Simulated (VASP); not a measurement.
# Al4Cr (P1) in VASP: a series of runs

The runs below take Al4Cr through single point, with PBE.

Program: VASP 6.6.1. These are calculated values, not measurements. Logs are shortened: lines on timing, memory, paths and dates and some standing lists are left out, and cuts for length are marked.

### 1 The cell of the first run

The typed cell holds 15 atoms: a = 5.335 Å, b = 9.268 Å, c = 5.020 Å, α = 87.75°, β = 77.52°, γ = 69.84°.

### 2 Single point, PBE

INCAR

```
PREC = Accurate
ENCUT = 520
EDIFF = 1E-7
ISMEAR = 0
SIGMA = 0.1
LREAL = Auto
LASPH = T
NELM = 60
ALGO = Normal
ISIF = 2
LWAVE = F
LCHARG = F
GGA = PE
NBANDS = 49
```

KPOINTS

```
Automatic mesh
0
Gamma
  3 2 3
```

POSCAR

```
Al4Cr
1.0
    5.3319660000     -0.1595620000     -0.0726530000
    2.9353480000     -8.7904580000      0.1232860000
    1.0207310000      0.0637390000     -4.9151000000
Cr Al
3 12
Direct
    0.2595650000      0.3025520000      0.1804960000
    0.5685160000      0.7169560000      0.1493490000
    0.7814680000      0.9964380000      0.8170990000
    0.3653060000      0.9585270000      0.9658000000
    0.6235700000      0.9795110000      0.3778680000
    0.7674740000      0.2105920000      0.1362810000
    0.9970030000      0.7460210000      0.0820110000
    0.4810610000      0.2616760000      0.6576280000
    0.7192940000      0.7469160000      0.6571710000
    0.9538210000      0.1461470000      0.5660180000
    0.0842220000      0.8651650000      0.5402440000
    0.8515670000      0.4422990000      0.4453920000
    0.2640960000      0.5265090000      0.4886240000
    0.9925520000      0.4351150000      0.9183360000
    0.5064060000      0.4856530000      0.8902420000
```

Potentials or basis: VASP PAW PBE potentials, release 64 (Cr_pv, Al).

Started as:

```
$ cat potpaw_PBE.64/Cr_pv/POTCAR potpaw_PBE.64/Al/POTCAR > POTCAR
$ mpirun -np 1 vasp_std > vasp.out
```

OUTCAR:

```text
PREC = Accurate
   ENCUT = 520
   EDIFF = 1E-7
   ISMEAR = 0
   LREAL = Auto
   LASPH = T
   NELM = 60
   ISIF = 2
   GGA = PE

 ion  position               nearest neighbor table
   1  0.260  0.303  0.180-  14 2.18  12 2.26   6 2.51   8 2.62  13 2.65  15 2.69   8 2.85  10 2.92
                             6 3.08   5 3.21   4 3.23
   2  0.569  0.717  0.149-   7 2.34   4 2.37   9 2.46  15 2.70  11 2.83   5 2.86  14 2.88   9 2.88
                            12 3.00  13 3.03   7 3.06
   3  0.781  0.996  0.817-  11 1.96  10 2.14   4 2.33   5 2.55   6 2.57   9 2.63   8 2.63   7 2.66
                             5 2.77   4 3.26
   4  0.365  0.959  0.966-   3 2.33   2 2.37   9 2.50   5 2.77   5 3.00  11 3.16  11 3.18   7 3.19
                             6 3.19   1 3.23   3 3.26  10 3.30   8 3.33
   5  0.624  0.980  0.378-   9 2.49   3 2.55  11 2.61   7 2.62   6 2.68   4 2.77   3 2.77   8 2.80
                             2 2.86   4 3.00  10 3.02   1 3.21  10 3.30  11 3.33
   6  0.767  0.211  0.136-   1 2.51  10 2.53   3 2.57   5 2.68   8 2.70  14 2.82  15 2.83  10 2.83
                            12 2.91   8 3.05   1 3.08   4 3.19
   7  0.997  0.746  0.082-   2 2.34   5 2.62   3 2.66  11 2.78   9 2.85  11 2.90  15 2.94   9 2.95
                            14 3.04  13 3.04   2 3.06   4 3.19
   8  0.481  0.262  0.658-  10 2.32  15 2.48  13 2.53   1 2.62  14 2.63   3 2.63   6 2.70   5 2.80
                             1 2.85  12 3.01   6 3.05   4 3.33
   9  0.719  0.747  0.657-   2 2.46   5 2.49   4 2.50  11 2.50   3 2.63   7 2.85  12 2.85  13 2.88
                             2 2.88   7 2.95  15 3.10  14 3.13  11 3.36
  10  0.954  0.146  0.566-   3 2.14   8 2.32  11 2.45   6 2.53  12 2.68   6 2.83   1 2.92   5 3.02
                             4 3.30   5 3.30  14 3.36
  11  0.084  0.865  0.540-   3 1.96  10 2.45   9 2.50   5 2.61   7 2.78   2 2.83   7 2.90  13 2.95
                             4 3.16   4 3.18   5 3.33   9 3.36
  12  0.852  0.442  0.445-   1 2.26  15 2.51  14 2.59  13 2.63  14 2.63  10 2.68   9 2.85   6 2.91
                            13 2.92   2 3.00   8 3.01
  13  0.264  0.527  0.489-   8 2.53  15 2.57  14 2.61  12 2.63   1 2.65   9 2.88  12 2.92  11 2.95
                            15 2.99   2 3.03   7 3.04
  14  0.993  0.435  0.918-   1 2.18  15 2.51  12 2.59  13 2.61   8 2.63  12 2.63   6 2.82   2 2.88
                            15 2.91   7 3.04   9 3.13  10 3.36
  15  0.506  0.486  0.890-   8 2.48  14 2.51  12 2.51  13 2.57   1 2.69   2 2.70   6 2.83  14 2.91
                             7 2.94  13 2.99   9 3.10

  Warning from LATTYP: Got some problem with cell dimensions!
  Tried to take original basis but could not verify dimensions!
  LATTYP: Found a triclinic cell.
 ALAT       =     5.0203747315
 B/A-ratio  =     2.5605829807
 C/A-ratio  =     1.0626393405
 COS(alpha) =     0.0023782561
 COS(beta)  =     0.2161611310
 COS(gamma) =     0.7197202639

  Lattice vectors:

 A1 = (  -1.0207310000,  -0.0637390000,   4.9151000000)
 A2 = (   0.3551560000,   8.5034180000,   9.6342610000)
 A3 = (  -5.3319660000,   0.1595620000,   0.0726530000)

Analysis of symmetry for initial positions (statically):
=====================================================================
 Subroutine PRICEL returns:
 Original cell was already a primitive cell.

 Routine SETGRP: Setting up the symmetry group for a
 triclinic supercell.

 Subroutine GETGRP returns: Found  1 space group operations
 (whereof  1 operations were pure point group operations)
 out of a pool of  2 trial point group operations.

The static configuration has the point symmetry C_1 .

Analysis of symmetry for dynamics (positions and initial velocities):
=====================================================================
 Subroutine PRICEL returns:
 Original cell was already a primitive cell.

 Routine SETGRP: Setting up the symmetry group for a
 triclinic supercell.

 Subroutine GETGRP returns: Found  1 space group operations
 (whereof  1 operations were pure point group operations)
 out of a pool of  2 trial point group operations.

The dynamic configuration has the point symmetry C_1 .

 Subroutine INISYM returns: Found  1 space group operations
 (whereof  1 operations are pure point group operations),
 and found     1 'primitive' translations

----------------------------------------------------------------------------------------

                                     Primitive cell

  volume of cell :     227.3433

  direct lattice vectors                    reciprocal lattice vectors
     5.331966000 -0.159562000 -0.072653000     0.190012762  0.064014963  0.040290567
     2.935348000 -8.790458000  0.123286000    -0.003470057 -0.114949465 -0.002211300
     1.020731000  0.063739000 -4.915100000    -0.002895731 -0.003829533 -0.204105685

  length of vectors
     5.334847694  9.268420533  5.020374731     0.204514290  0.115023088  0.204162145

  position of ions in fractional coordinates (direct lattice)
     0.259565000  0.302552000  0.180496000
     0.568516000  0.716956000  0.149349000
     0.781468000  0.996438000  0.817099000
     0.365306000  0.958527000  0.965800000
     0.623570000  0.979511000  0.377868000
     0.767474000  0.210592000  0.136281000
     0.997003000  0.746021000  0.082011000
     0.481061000  0.261676000  0.657628000
     0.719294000  0.746916000  0.657171000
     0.953821000  0.146147000  0.566018000
     0.084222000  0.865165000  0.540244000
     0.851567000  0.442299000  0.445392000
     0.264096000  0.526509000  0.488624000
     0.992552000  0.435115000  0.918336000
     0.506406000  0.485653000  0.890242000

  ion indices of the primitive-cell ions
   primitive index   ion index
                 1           1
                 2           2
                 3           3
                 4           4
                 5           5
                 6           6
                 7           7
                 8           8
                 9           9
                10          10
                11          11
                12          12
                13          13
                14          14
                15          15

----------------------------------------------------------------------------------------

 KPOINTS: Automatic mesh

Automatic generation of k-mesh.
 Grid dimensions read from file:
 generate k-points for:    3    2    3

 Generating k-lattice:

  Cartesian coordinates                     Fractional coordinates (reciprocal lattice)
     0.063337587  0.021338321  0.013430189     0.333333333 -0.000000000  0.000000000
    -0.001735028 -0.057474733 -0.001105650    -0.000000000  0.500000000 -0.000000000
    -0.000965244 -0.001276511 -0.068035228    -0.000000000  0.000000000  0.333333333

  Length of vectors
     0.068171430  0.057511544  0.068054048

  Shift w.r.t. Gamma in fractional coordinates (k-lattice)
     0.000000000  0.000000000  0.000000000

 Subroutine IBZKPT returns following result:
 ===========================================

 Found     10 irreducible k-points:

 Following reciprocal coordinates:
            Coordinates               Weight
  0.000000  0.000000  0.000000      1.000000
  0.333333 -0.000000 -0.000000      2.000000
 -0.000000  0.500000 -0.000000      1.000000
  0.333333  0.500000 -0.000000      2.000000
  0.000000 -0.000000  0.333333      2.000000
  0.333333  0.000000  0.333333      2.000000
 -0.333333 -0.000000  0.333333      2.000000
 -0.000000  0.500000  0.333333      2.000000
  0.333333  0.500000  0.333333      2.000000
 -0.333333  0.500000  0.333333      2.000000
   k-points           NKPTS =     10   k-points in BZ     NKDIM =     10   number of bands    NBANDS=     49
   number of dos      NEDOS =    301   number of ions     NIONS =     15
   total plane-waves  NPLWV = 112000
   dimension x,y,z NGX =    40 NGY =   70 NGZ =   40
   dimension x,y,z NGXF=    80 NGYF=  140 NGZF=   80
   ions per type =               3  12
   NGX,Y,Z   is equivalent  to a cutoff of  12.46, 12.56, 13.25 a.u.
   NGXF,Y,Z  is equivalent  to a cutoff of  24.93, 25.11, 26.49 a.u.
 SYSTEM =  unknown system
   PREC   = accura    normal or accurate (medium, high low for compatibility)
   ISTART =      0    job   : 0-new  1-cont  2-samecut
   ICHARG =      2    charge: 1-file 2-atom 10-const
   ISPIN  =      1    spin polarized calculation?
   LNONCOLLINEAR =      F non collinear calculations
   LSORBIT =      F    spin-orbit coupling
   LASPH  =      T    aspherical Exc in radial PAW
   ENCUT  =  520.0 eV  38.22 Ry    6.18 a.u.   9.92 17.23  9.33*2*pi/ulx,y,z
   NELM   =     60;   NELMIN=  2; NELMDL= -5     # of ELM steps
   EDIFF  = 0.1E-06   stopping-criterion for ELM
   LREAL  =      T    real-space projection
   EDIFFG = 0.1E-05   stopping-criterion for IOM
   NSW    =      0    number of steps for IOM
   IBRION =     -1    ionic relax: 0-MD 1-quasi-New 2-CG
   NFREE  =      0    steps in history (QN), initial steepest desc. (CG)
   ISIF   =      2    stress and relaxation
   ISYM   =      2    0-nonsym 1-usesym 2-fastsym
   POTIM  = 0.5000    time-step for ionic-motion
   TEBEG  =    0.0;   TEEND  =   0.0 temperature during run
   PSTRESS=    0.0 pullay stress
   NELECT =      72.0000    total number of electrons
   NUPDOWN=      -1.0000    fix difference up-down
   EMIN   =  10.00;   EMAX   =-10.00  energy-range for DOS
   EFERMI =   0.00;   METHOD = LEGACY
   ISMEAR =     0;   SIGMA  =   0.10  broadening in eV -4-tet -1-fermi 0-gaus
   EFERMI_NEDOS =   21; number of points for ismear=-14 and -15
   IALGO  =     38    algorithm
   IMIX   =      4    mixing-type and parameters
     AMIX     =   0.40;   BMIX     =  1.00
     AMIX_MAG =   1.60;   BMIX_MAG =  1.00
  volume/ion in A,a.u.               =      15.16       102.28
  Fermi-wavevector in a.u.,A,eV,Ry     =   1.115899  2.108744 16.942397  1.245231
  Thomas-Fermi vector in A             =   2.252508
   LORBIT       =      0    0 simple, 1 ext, 2 COOP (PROOUT), +10 PAW based schemes
   GGA     = PE    functional components
   LHFCALC =     F    Hartree Fock is set to
   AEXX    =    0.0000 exact exchange contribution
   IVDW    =     0    specifies the selected vdW correction
   LEPSILON=     F    determine dielectric tensor
   LRPA    =     F    only Hartree local field effects (RPA)
 non-spin polarized calculation
 Gauss-broadening in eV      SIGMA  =   0.10
  energy-cutoff  :      520.00
  volume of cell :      227.34
 maximum number of plane-waves:      6145
   NGX = 19   NGY = 35   NGZ = 19

 number of electron      71.9999984 magnetization

 Free energy of the ion-electron system (eV)
  ---------------------------------------------------
  ext. energy  EPLUGINS =         0.00000000
  ---------------------------------------------------
  free energy    TOTEN  =       -67.64482332 eV

  energy without entropy =      -67.59423320  energy(sigma->0) =      -67.61952826

 E-fermi :   8.2194     XC(G=0): -10.7249

 val. band max:        8.1956990561   @ k =   0.3333  -0.0000  -0.0000
 cond. band min:       8.2241736381   @ k =  -0.3333   0.5000   0.3333
 fundamental gap:      0.0284745820
 Fermi energy:         8.2194179520

 k-point     1 :       0.0000    0.0000    0.0000
  band No.  band energies     occupation
      1     -34.2449      2.00000
      2     -34.1531      2.00000
      3     -34.1164      2.00000
      4     -34.0849      2.00000
      5     -34.0694      2.00000
      6     -34.0545      2.00000
[... 40 lines left out ...]
     47      10.7907      0.00000
     48      11.1349      0.00000
[... 457 lines left out ...]
     47      11.1312      0.00000
     48      11.2738      0.00000
 [bands above 48 left out]

------------------------ aborting loop because EDIFF is reached ----------------------------------------

  FORCE on cell =-STRESS in cart. coord.  units (eV):
  Direction    XX          YY          ZZ          XY          YZ          ZX
  --------------------------------------------------------------------------------------
  -------------------------------------------------------------------------------------
  Total       18.2932408     15.8147266     16.3344147     10.3492070      2.3449967      6.8944940
  in kB      128.9196556    111.4525925    115.1150384     72.9349280     16.5261133     48.5882085
  external PRESSURE =     118.4957622 kB  Pullay stress =       0.0000000 kB

 VOLUME and BASIS-vectors are now :
 -----------------------------------------------------------------------------
  energy-cutoff  :      520.00
  volume of cell :      227.34
      direct lattice vectors                 reciprocal lattice vectors
     5.331966000 -0.159562000 -0.072653000     0.190012762  0.064014963  0.040290567
     2.935348000 -8.790458000  0.123286000    -0.003470057 -0.114949465 -0.002211300
     1.020731000  0.063739000 -4.915100000    -0.002895731 -0.003829533 -0.204105685

 POSITION                                       TOTAL-FORCE (eV/Angst)
 -----------------------------------------------------------------------------------
      2.45633     -2.68948     -0.86871         2.199419      4.385458     -1.499562
      5.28827     -6.38357     -0.68698        -1.153802      0.727259     -1.885741
      7.92569     -8.83176     -3.95005        -4.483643     -2.124931     -6.702237
      5.74723     -8.42262     -4.65537        -3.234299     -1.766535     -0.681286
      6.58576     -8.68576     -1.78180        -1.521780     -1.245414      0.643770
      4.84941     -1.96497     -0.69963         0.585177     -0.295792      1.609435
      7.58953     -6.71172     -0.38355         2.345204      0.441547      0.992020
      4.00437     -2.33509     -3.23500        -2.731713      1.293017     -0.491606
      6.69850     -6.63862     -3.19024        -0.949705      1.895026      0.372613
      6.09249     -1.40082     -2.83332         5.361255     -1.650924      1.569607
      3.54007     -7.58420     -2.55481         6.101836      4.981141      4.978543
      6.29345     -3.99550     -2.19649        -1.572597     -1.525995      0.334789
      3.45239     -4.63925     -2.35591         0.785562     -1.424669      2.439172
      7.50684     -3.92470     -4.53218        -1.012569     -2.192830      0.687074
      5.03440     -4.29317     -4.35255        -0.718346     -1.496356     -2.366589
 -----------------------------------------------------------------------------------
    total drift:                               -0.010835     -0.007534      0.002578

  FREE ENERGIE OF THE ION-ELECTRON SYSTEM (eV)
  ---------------------------------------------------
  free  energy   TOTEN  =       -67.6448233184 eV

  energy  without entropy=      -67.5942332010  energy(sigma->0) =      -67.61952826
```

Run time: 2.6 min. Hardware: 1 thread of Intel Xeon Platinum 8488C (Sapphire Rapids), shared host; peak memory 0.34 GiB.

What came out:

* Free energy: -67.6448 eV
* Pressure: 11.8 GPa
* Largest force: 9.318 eV/Å
* Band gap on the k mesh: zero (band 36 reaches 8.24 eV, above the bottom of band 37 at 8.11 eV)

Forces on the atoms (eV/Å):
```
Cr   2.199  4.385 -1.500
Cr  -1.154  0.727 -1.886
Cr  -4.484 -2.125 -6.702
Al  -3.234 -1.767 -0.681
Al  -1.522 -1.245  0.644
Al   0.585 -0.296  1.609
Al   2.345  0.442  0.992
Al  -2.732  1.293 -0.492
Al  -0.950  1.895  0.373
Al   5.361 -1.651  1.570
Al   6.102  4.981  4.979
Al  -1.573 -1.526  0.335
Al   0.786 -1.425  2.439
Al  -1.013 -2.193  0.687
Al  -0.718 -1.496 -2.367
```

Levels at points of the mesh, in eV from the Fermi level:
| k point | band 34 | band 35 | band 36 | band 37 | band 38 | band 39 |
| --- | --- | --- | --- | --- | --- | --- |
| (0.00, 0.00, 0.00) | -0.64 | -0.50 | -0.40 | -0.11 | 0.20 | 0.49 |
| (0.00, 0.50, 0.00) | -0.67 | -0.47 | -0.33 | -0.04 | 0.43 | 0.57 |

Caveat: the k points lie up to 0.43 Å⁻¹ apart; forces of over 1 eV/Å act on the atoms, so gaps and moduli don't describe the material at rest. Spin polarisation is off, so any magnetic state and its effect on volume and gap are missing.

### 3 Single point, PBE

INCAR

```
SYSTEM = Al4Cr
ALGO = Normal
EDIFF = 1E-6
ENCUT = 520
GGA = PE
ISIF = 2
ISMEAR = 0
LASPH = .True.
LCHARG = .True.
LELF = .True.
LREAL = Auto
LVHAR = .True.
LWAVE = .False.
NBANDS = 49
NELM = 100
PREC = Accurate
SIGMA = 0.1
```

KPOINTS

```
k-points
0
Gamma
  3 2 3
  0 0 0
```

POSCAR is that of step 2.

Potentials or basis: VASP PAW PBE potentials, release 64 (Cr_pv, Al).

Started as:

```
$ cat potpaw_PBE.64/Cr_pv/POTCAR potpaw_PBE.64/Al/POTCAR > POTCAR
$ mpirun -np 1 vasp_std > vasp.out
```

It took 2.5 min on 1 thread of Intel Xeon Platinum 8488C (Sapphire Rapids), shared host; peak memory 0.34 GiB.

The run converged. Its results:

```yaml
Free_energy: -67.6448 eV
Pressure: 11.8 GPa
Largest_force: 9.318 eV/Å
Band_gap_on_the_k_mesh: zero (band 36 reaches 8.24 eV, above the bottom of band 37 at 8.11 eV)
```

Forces on the atoms (eV/Å):
```
Cr   2.199  4.386 -1.500
Cr  -1.154  0.727 -1.886
Cr  -4.484 -2.125 -6.702
Al  -3.234 -1.767 -0.681
Al  -1.522 -1.246  0.644
Al   0.585 -0.296  1.609
Al   2.346  0.441  0.992
Al  -2.732  1.293 -0.492
Al  -0.950  1.895  0.373
Al   5.361 -1.651  1.570
Al   6.102  4.981  4.978
Al  -1.573 -1.526  0.335
Al   0.785 -1.425  2.439
Al  -1.012 -2.193  0.687
Al  -0.719 -1.496 -2.366
```

Stress tensor (GPa, compression positive):
```
12.88  7.29  4.86
 7.29 11.13  1.65
 4.86  1.65 11.49
```

Levels at points of the mesh, in eV from the Fermi level:
| k point | band 33 | band 34 | band 35 | band 36 | band 37 | band 38 | band 39 | band 40 |
| --- | --- | --- | --- | --- | --- | --- | --- | --- |
| (0.00, 0.00, 0.00) | -0.84 | -0.64 | -0.50 | -0.40 | -0.11 | 0.20 | 0.49 | 0.68 |
| (0.00, 0.50, 0.00) | -0.85 | -0.67 | -0.47 | -0.33 | -0.04 | 0.43 | 0.57 | 0.61 |

Caveat: the k points lie up to 0.43 Å⁻¹ apart; forces of over 1 eV/Å act on the atoms, so gaps and moduli don't describe the material at rest. Spin polarisation is off, so any magnetic state and its effect on volume and gap are missing.
